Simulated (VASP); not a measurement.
A run of VASP 6.6.1:

File INCAR:

```
PREC = Accurate
ENCUT = 520
EDIFF = 1E-6
ISMEAR = 0
SIGMA = 0.1
LREAL = F
LASPH = T
NELM = 80
ALGO = Normal
ISIF = 2
LWAVE = F
LCHARG = F
GGA = PS
NBANDS = 34
```

Contents of KPOINTS:

```
regular mesh
0
Gamma
  8 8 12
```

The input POSCAR:

```
Hf2N
1.0
    5.3501582336      0.0000000000      0.0000000000
    0.0000000000      5.3501582336      0.0000000000
    0.0000000000      0.0000000000      3.2567444874
Hf N
4 2
Direct
    0.2959177443      0.2959177443      0.0000000000
    0.7040822557      0.7040822557      0.0000000000
    0.7959177443      0.2040822557      0.5000000000
    0.2040822557      0.7959177443      0.5000000000
    0.0000000000      0.0000000000      0.0000000000
    0.5000000000      0.5000000000      0.5000000000
```

Potentials or basis: VASP PAW PBE potentials, release 64 (Hf_pv, N).

Command:

```console
$ cat potpaw_PBE.64/Hf_pv/POTCAR potpaw_PBE.64/N/POTCAR > POTCAR
$ mpirun -np 1 vasp_std > vasp.out
```

Hardware: 1 thread of Intel Xeon 8259CL, on a shared host.

Q: How long does it take, and how much memory?

A: It took 7.7 min on 1 thread of Intel Xeon 8259CL, on a shared host, peak memory 0.37 GiB. Counts: scf iterations 14, k points 105.
